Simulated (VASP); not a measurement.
Input of a VASP 6.6.1 run:

The input INCAR:

```
PREC     = Accurate       # precision mode
ENCUT    = 520            # plane-wave cutoff, eV
EDIFF    = 1E-7           # SCF threshold, eV
ISMEAR   = 0              # smearing method
SIGMA    = 0.1            # smearing width, eV
LREAL    = False          # projectors in reciprocal space
LASPH    = True           # aspherical terms in the spheres
NELM     = 100            # most SCF steps
ALGO     = Fast           # electronic algorithm
ISIF     = 2              # what is computed and relaxed
LWAVE    = False          # write WAVECAR
LCHARG   = False          # write CHGCAR
GGA      = PE             # functional
NBANDS   = 10             # bands
```

File KPOINTS:

```
Automatic mesh
0
Gamma
  4 4 10
```

File POSCAR:

```
K
1.0
    9.7883049884      0.0000000000      0.0000000000
    0.0000000000      9.7883049884      0.0000000000
    0.0000000000      0.0000000000      4.1347484633
K
1
Direct
    0.0000000000      0.0000000000      0.0000000000
```

Potentials or basis: VASP PAW PBE potentials, release 64 (K_sv).

Launch:

```console
$ cat potpaw_PBE.64/K_sv/POTCAR > POTCAR
$ mpirun -np 1 vasp_std > vasp.out
```

Question: Predict the pressure.

Answer: 0.0 GPa.

Caveat: the cell differs from its parent crystal (strained).
